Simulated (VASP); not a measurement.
# Al3Ni2 (P-3m1) in VASP: a series of runs

Al3Ni2 is run at these levels: r2SCAN; tasks: single point.

Program: VASP 6.6.1. These are calculated values, not measurements. Logs are shortened: lines on timing, memory, paths and dates and some standing lists are left out, and cuts for length are marked.

## 1. The cell of the first run

The structure is trigonal, space group P-3m1 (No. 164). Conventional cell: a = 4.007 Å, b = 4.007 Å, c = 4.618 Å, α = 90.00°, β = 90.00°, γ = 120.00°. Within 3.2 Å of Al (site symmetry -3m) lie 6 Ni at 2.41 Å and 6 Al at 2.83 Å. Al (site symmetry 3m) has 5 Ni at 2.30 to 2.50 Å and 6 Al at 2.69 to 2.83 Å within 3.0 Å. Ni (site symmetry 3m) has 8 Al at 2.30 to 2.50 Å and 3 Ni at 2.68 Å within 3.0 Å.

## 2. Single point, r2SCAN (strain +0.000 along x and y, -0.050 along z)

POSCAR reads:

```
Al3Ni2
1.0
    4.0067213623      0.0000000000      0.0000000000
   -2.0033606812      3.4699224857      0.0000000000
    0.0000000000      0.0000000000      4.6184506801
Al Ni
3 2
Direct
    0.0000000000      0.0000000000      0.0000000000
    0.3333333333      0.6666666667      0.6484376367
    0.6666666667      0.3333333333      0.3515623633
    0.3333333333      0.6666666667      0.1462123372
    0.6666666667      0.3333333333      0.8537876628
```

INCAR.step1 reads:

```
SYSTEM = Al3Ni2
ALGO = Normal ; EDIFF = 1E-4
ENCUT = 520 ; GGA = PE
ISMEAR = 0 ; LASPH = .TRUE.
LCHARG = .FALSE. ; LREAL = .FALSE.
LWAVE = .TRUE. ; NBANDS = 22
NELM = 100 ; PREC = Accurate
SIGMA = 0.15
```

INCAR.step2 reads:

```
SYSTEM = Al3Ni2
ALGO = Normal ; EDIFF = 1E-7
ENCUT = 520 ; ISIF = 2
ISMEAR = 0 ; ISTART = 1
LASPH = .TRUE. ; LCHARG = .FALSE.
LMIXTAU = .TRUE. ; LREAL = .FALSE.
LWAVE = .FALSE. ; METAGGA = R2SCAN
NBANDS = 22 ; NELM = 100
PREC = Accurate ; SIGMA = 0.15
```

KPOINTS reads:

```
k-points
0
G
  12 12 10
  0 0 0
```

Potentials or basis: VASP PAW PBE potentials, release 64 (Al, Ni).

On the command line:

```sh
cat potpaw_PBE.64/Al/POTCAR potpaw_PBE.64/Ni/POTCAR > POTCAR
cp INCAR.step1 INCAR
mpirun -np 1 vasp_std > vasp.out
cp INCAR.step2 INCAR
mpirun -np 1 vasp_std > vasp.out
```

OUTCAR:

```text
SYSTEM = Al3Ni2
   EDIFF = 1E-7
   ENCUT = 520
   ISIF = 2
   ISMEAR = 0
   ISTART = 1
   LASPH = .TRUE.
   LREAL = .FALSE.
   METAGGA = R2SCAN
   NELM = 100
   PREC = Accurate

 ion  position               nearest neighbor table
   1  0.000  0.000  0.000-   4 2.41   5 2.41   5 2.41   4 2.41   5 2.41   4 2.41   2 2.83   3 2.83
                             2 2.83   3 2.83   3 2.83   2 2.83
   2  0.333  0.667  0.648-   4 2.30   4 2.32   5 2.50   5 2.50   5 2.50   3 2.69   3 2.69   3 2.69
                             1 2.83   1 2.83   1 2.83
   3  0.667  0.333  0.352-   5 2.30   5 2.32   4 2.50   4 2.50   4 2.50   2 2.69   2 2.69   2 2.69
                             1 2.83   1 2.83   1 2.83
   4  0.333  0.667  0.146-   2 2.30   2 2.32   1 2.41   1 2.41   1 2.41   3 2.50   3 2.50   3 2.50
                             5 2.68   5 2.68   5 2.68
   5  0.667  0.333  0.854-   3 2.30   3 2.32   1 2.41   1 2.41   1 2.41   2 2.50   2 2.50   2 2.50
                             4 2.68   4 2.68   4 2.68

  LATTYP: Found a hexagonal cell.
 ALAT       =     4.0067213623
 C/A-ratio  =     1.1526757821

  Lattice vectors:

 A1 = (   4.0067213623,   0.0000000000,   0.0000000000)
 A2 = (  -2.0033606812,   3.4699224857,   0.0000000000)
 A3 = (   0.0000000000,   0.0000000000,   4.6184506801)

Analysis of symmetry for initial positions (statically):
=====================================================================
 Subroutine PRICEL returns:
 Original cell was already a primitive cell.

 Routine SETGRP: Setting up the symmetry group for a
 hexagonal supercell.

 Subroutine GETGRP returns: Found 12 space group operations
 (whereof 12 operations were pure point group operations)
 out of a pool of 24 trial point group operations.

The static configuration has the point symmetry D_3d.

Analysis of symmetry for dynamics (positions and initial velocities):
=====================================================================
 Subroutine PRICEL returns:
 Original cell was already a primitive cell.

 Routine SETGRP: Setting up the symmetry group for a
 hexagonal supercell.

 Subroutine GETGRP returns: Found 12 space group operations
 (whereof 12 operations were pure point group operations)
 out of a pool of 24 trial point group operations.

The dynamic configuration has the point symmetry D_3d.

 Subroutine INISYM returns: Found 12 space group operations
 (whereof 12 operations are pure point group operations),
 and found     1 'primitive' translations

----------------------------------------------------------------------------------------

                                     Primitive cell

  volume of cell :      64.2104

  direct lattice vectors                    reciprocal lattice vectors
     4.006721362  0.000000000  0.000000000     0.249580620  0.144095438  0.000000000
    -2.003360681  3.469922486  0.000000000     0.000000000  0.288190876  0.000000000
     0.000000000  0.000000000  4.618450680     0.000000000  0.000000000  0.216522828

  length of vectors
     4.006721362  4.006721362  4.618450680     0.288190876  0.288190876  0.216522828

  position of ions in fractional coordinates (direct lattice)
     0.000000000  0.000000000  0.000000000
     0.333333333  0.666666667  0.648437637
     0.666666667  0.333333333  0.351562363
     0.333333333  0.666666667  0.146212337
     0.666666667  0.333333333  0.853787663

  ion indices of the primitive-cell ions
   primitive index   ion index
                 1           1
                 2           2
                 3           3
                 4           4
                 5           5

----------------------------------------------------------------------------------------

 KPOINTS: k-points

Automatic generation of k-mesh.
 Grid dimensions read from file:
 generate k-points for:   12   12   10

 Generating k-lattice:

  Cartesian coordinates                     Fractional coordinates (reciprocal lattice)
     0.020798385  0.012007953  0.000000000     0.083333333  0.000000000  0.000000000
     0.000000000  0.024015906  0.000000000     0.000000000  0.083333333  0.000000000
     0.000000000  0.000000000  0.021652283     0.000000000  0.000000000  0.100000000

  Length of vectors
     0.024015906  0.024015906  0.021652283

  Shift w.r.t. Gamma in fractional coordinates (k-lattice)
     0.000000000  0.000000000  0.000000000

 Subroutine IBZKPT returns following result:
 ===========================================

 Found    162 irreducible k-points:

 Following reciprocal coordinates:
            Coordinates               Weight
  0.000000  0.000000  0.000000      1.000000
  0.083333  0.000000  0.000000      6.000000
  0.166667  0.000000  0.000000      6.000000
  0.250000  0.000000  0.000000      6.000000
  0.333333  0.000000  0.000000      6.000000
  0.416667 -0.000000  0.000000      6.000000
[... 16 lines left out ...]
  0.166667  0.000000  0.100000      6.000000
  0.000000  0.166667  0.100000      6.000000
 [... further k-points ...]
   k-points           NKPTS =    162   k-points in BZ     NKDIM =    162   number of bands    NBANDS=     22
   number of dos      NEDOS =    301   number of ions     NIONS =      5
   total plane-waves  NPLWV =  32400
   dimension x,y,z NGX =    30 NGY =   30 NGZ =   36
   dimension x,y,z NGXF=    60 NGYF=   60 NGZF=   72
   ions per type =               3   2
   NGX,Y,Z   is equivalent  to a cutoff of  12.45, 12.45, 12.96 a.u.
   NGXF,Y,Z  is equivalent  to a cutoff of  24.90, 24.90, 25.92 a.u.
 SYSTEM =  Al3Ni2
   PREC   = accura    normal or accurate (medium, high low for compatibility)
   ISTART =      1    job   : 0-new  1-cont  2-samecut
   ICHARG =      0    charge: 1-file 2-atom 10-const
   ISPIN  =      1    spin polarized calculation?
   LNONCOLLINEAR =      F non collinear calculations
   LSORBIT =      F    spin-orbit coupling
   LASPH  =      T    aspherical Exc in radial PAW
   ENCUT  =  520.0 eV  38.22 Ry    6.18 a.u.   7.45  7.45  8.59*2*pi/ulx,y,z
   NELM   =    100;   NELMIN=  2; NELMDL=  0     # of ELM steps
   EDIFF  = 0.1E-06   stopping-criterion for ELM
   LREAL  =      F    real-space projection
   EDIFFG = 0.1E-05   stopping-criterion for IOM
   NSW    =      0    number of steps for IOM
   IBRION =     -1    ionic relax: 0-MD 1-quasi-New 2-CG
   NFREE  =      0    steps in history (QN), initial steepest desc. (CG)
   ISIF   =      2    stress and relaxation
   ISYM   =      2    0-nonsym 1-usesym 2-fastsym
   POTIM  = 0.5000    time-step for ionic-motion
   TEBEG  =    0.0;   TEEND  =   0.0 temperature during run
   PSTRESS=    0.0 pullay stress
   NELECT =      29.0000    total number of electrons
   NUPDOWN=      -1.0000    fix difference up-down
   EMIN   =  10.00;   EMAX   =-10.00  energy-range for DOS
   EFERMI =   0.00;   METHOD = LEGACY
   ISMEAR =     0;   SIGMA  =   0.15  broadening in eV -4-tet -1-fermi 0-gaus
   EFERMI_NEDOS =   21; number of points for ismear=-14 and -15
   IALGO  =     38    algorithm
   IMIX   =      4    mixing-type and parameters
     AMIX     =   0.40;   BMIX     =  1.00
     AMIX_MAG =   1.60;   BMIX_MAG =  1.00
  volume/ion in A,a.u.               =      12.84        86.66
  Fermi-wavevector in a.u.,A,eV,Ry     =   1.256047  2.373584 21.465273  1.577653
  Thomas-Fermi vector in A             =   2.389774
   LORBIT       =      0    0 simple, 1 ext, 2 COOP (PROOUT), +10 PAW based schemes
   METAGGA = R2SCAN    functional components
   LHFCALC =     F    Hartree Fock is set to
   AEXX    =    0.0000 exact exchange contribution
   IVDW    =     0    specifies the selected vdW correction
   LEPSILON=     F    determine dielectric tensor
   LRPA    =     F    only Hartree local field effects (RPA)
 non-spin polarized calculation
 Gauss-broadening in eV      SIGMA  =   0.15
  energy-cutoff  :      520.00
  volume of cell :       64.21
 maximum number of plane-waves:      1763
 NGX is ok and might be reduce to    30
   NGX = 15   NGY = 15   NGZ = 17

 number of electron      28.9999987 magnetization

 Free energy of the ion-electron system (eV)
  ---------------------------------------------------
  ext. energy  EPLUGINS =         0.00000000
  ---------------------------------------------------
  free energy    TOTEN  =       -47.16363394 eV

  energy without entropy =      -47.15081231  energy(sigma->0) =      -47.15722312

 E-fermi :   9.0400     XC(G=0): -12.2952

 val. band max:        9.0396190603   @ k =  -0.0833   0.2500   0.3000
 cond. band min:       9.0694129445   @ k =   0.1667   0.0833   0.3000
 fundamental gap:      0.0297938842
 Fermi energy:         9.0399968261

 k-point     1 :       0.0000    0.0000    0.0000
  band No.  band energies     occupation
      1      -2.3611      2.00000
      2       3.6342      2.00000
      3       4.1998      2.00000
      4       5.1162      2.00000
      5       5.1162      2.00000
      6       5.7718      2.00000
[... 14 lines left out ...]
     21      16.9326      0.00000
     22      16.9326      0.00000

 k-point     2 :       0.0833    0.0000    0.0000
  band No.  band energies     occupation
      1      -2.2696      2.00000
      2       3.6796      2.00000
      3       4.2100      2.00000
      4       5.0895      2.00000
      5       5.1516      2.00000
      6       5.7198      2.00000
[... 14 lines left out ...]
     21      16.2826      0.00000
     22      16.3601      0.00000

 k-point     3 :       0.1667    0.0000    0.0000
  band No.  band energies     occupation
      1      -1.9963      2.00000
      2       3.7917      2.00000
      3       4.1870      2.00000
      4       4.9912      2.00000
      5       5.2563      2.00000
      6       5.5744      2.00000
[... 14 lines left out ...]
     21      15.6713      0.00000
     22      16.3971      0.00000

 k-point     4 :       0.2500    0.0000    0.0000
  band No.  band energies     occupation
      1      -1.5458      2.00000
      2       3.7192      2.00000
      3       4.0386      2.00000
      4       4.8558      2.00000
      5       5.4243      2.00000
      6       5.5056      2.00000
[... 14 lines left out ...]
     21      16.1809      0.00000
     22      16.5057      0.00000

 k-point     5 :       0.3333    0.0000    0.0000
  band No.  band energies     occupation
      1      -0.9268      2.00000
      2       2.8976      2.00000
      3       4.0658      2.00000
      4       4.9210      2.00000
      5       5.6102      2.00000
      6       5.6358      2.00000
[... 14 lines left out ...]
     21      16.5028      0.00000
     22      16.8139      0.00000

 k-point     6 :       0.4167   -0.0000    0.0000
  band No.  band energies     occupation
      1      -0.1599      2.00000
      2       1.8666      2.00000
      3       4.0627      2.00000
      4       5.0891      2.00000
      5       5.7377      2.00000
      6       5.8207      2.00000
[... 14 lines left out ...]
     21      16.4562      0.00000
     22      16.6712      0.00000

 k-point     7 :       0.5000    0.0000    0.0000
  band No.  band energies     occupation
      1       0.5312      2.00000
      2       1.0722      2.00000
      3       4.0538      2.00000
      4       5.1725      2.00000
      5       5.7812      2.00000
      6       5.8826      2.00000
[... 324 lines left out ...]
      6       5.7590      2.00000
[... 14 lines left out ...]
     21      16.1060      0.00000
     22      16.4979      0.00000

 k-point    21 :       0.0833    0.0000    0.1000
  band No.  band energies     occupation
      1      -2.1970      2.00000
      2       3.1117      2.00000
      3       4.5097      2.00000
      4       5.0822      2.00000
      5       5.1517      2.00000
      6       5.7126      2.00000
[... 14 lines left out ...]
     21      15.5687      0.00000
     22      16.6849      0.00000

 k-point    22 :       0.0000    0.0833    0.1000
  band No.  band energies     occupation
      1      -2.1970      2.00000
      2       3.1124      2.00000
      3       4.5198      2.00000
      4       5.0923      2.00000
      5       5.1273      2.00000
      6       5.7158      2.00000
[... 14 lines left out ...]
     21      15.4173      0.00000
     22      15.8434      0.00000

 k-point    23 :       0.1667    0.0000    0.1000
  band No.  band energies     occupation
      1      -1.9239      2.00000
      2       3.2820      2.00000
      3       4.3351      2.00000
      4       5.0823      2.00000
      5       5.2665      2.00000
      6       5.5767      2.00000
[... 14 lines left out ...]
     21      15.8745      0.00000
     22      16.7867      0.00000

 k-point    24 :       0.0000    0.1667    0.1000
  band No.  band energies     occupation
      1      -1.9242      2.00000
      2       3.2845      2.00000
      3       4.4540      2.00000
      4       4.9190      2.00000
      5       5.2204      2.00000
      6       5.6315      2.00000
[... 14 lines left out ...]
     21      15.5647      0.00000
     22      16.3061      0.00000

 [... further k-points ...]
[... 5 lines left out ...]
  --------------------------------------------------------------------------------------
  -------------------------------------------------------------------------------------
  Total        1.4140891      1.4140891      7.8718345     -0.0000000      0.0000000      0.0000000
  in kB       35.2843517     35.2843517    196.4180129     -0.0000000      0.0000000      0.0000000
  external PRESSURE =      88.9955721 kB  Pullay stress =       0.0000000 kB

 VOLUME and BASIS-vectors are now :
 -----------------------------------------------------------------------------
  energy-cutoff  :      520.00
  volume of cell :       64.21
      direct lattice vectors                 reciprocal lattice vectors
     4.006721362  0.000000000  0.000000000     0.249580620  0.144095438  0.000000000
    -2.003360681  3.469922486  0.000000000     0.000000000  0.288190876  0.000000000
     0.000000000  0.000000000  4.618450680     0.000000000  0.000000000  0.216522828

 POSITION                                       TOTAL-FORCE (eV/Angst)
 -----------------------------------------------------------------------------------
      0.00000      0.00000      0.00000         0.000000      0.000000     -0.000000
     -0.00000      2.31328      2.99478        -0.000000      0.000000     -0.164117
      2.00336      1.15664      1.62367         0.000000     -0.000000      0.164117
     -0.00000      2.31328      0.67527         0.000000     -0.000000      0.017786
      2.00336      1.15664      3.94318        -0.000000      0.000000     -0.017786
 -----------------------------------------------------------------------------------
    total drift:                               -0.000000      0.000000      0.000000

  FREE ENERGIE OF THE ION-ELECTRON SYSTEM (eV)
  ---------------------------------------------------
  free  energy   TOTEN  =       -47.1636339383 eV

  energy  without entropy=      -47.1508123115  energy(sigma->0) =      -47.15722312
```

It took 37 min on 1 thread of Oxide Virtual Turin-like, shared host; peak memory 0.3 GiB.

What came out:

| Property | Result |
| --- | --- |
| Free energy | -47.1636 eV |
| Pressure | 8.9 GPa |
| Largest force | 0.164 eV/Å |
| Band gap on the k mesh | zero (an odd number of electrons rules out a gap without spin polarisation) |

Forces in eV/Å, atoms in the order of the input:
```
Al   0.000  0.000  0.000
Al   0.000  0.000 -0.164
Al   0.000  0.000  0.164
Ni   0.000  0.000  0.018
Ni   0.000  0.000 -0.018
```

Levels at points of the mesh, in eV from the Fermi level:
```
           k point  band 11  band 12  band 13  band 14  band 15  band 16  band 17  band 18  band 19  band 20
(0.00, 0.00, 0.00)    -1.88    -1.80    -1.39     1.05     1.05     3.11     3.11     4.84     5.21     7.68
(0.50, 0.00, 0.00)    -2.22    -1.99    -1.68    -1.54    -1.17     1.81     2.38     2.83     5.32     5.99
(0.00, 0.00, 0.50)    -1.88    -1.88     2.76     2.76     2.84     2.84     3.77     4.58     4.58     4.74
(0.50, 0.00, 0.50)    -2.03    -1.86    -1.83    -1.08    -0.46     1.70     2.29     3.48     7.80     8.99
```

Caveat: the cell differs from its parent crystal (strain +0.000 along x and y, -0.050 along z); the stress differs along the axes, from 4 to 20 GPa; the PAW data sets were made with another functional, which shifts forces and pressure a little. Spin polarisation is off, so any magnetic state and its effect on volume and gap are missing.

(Part 1 of 3 ends here.)

The gap in the log of VASP goes by the Fermi energy; the results here count the filled bands.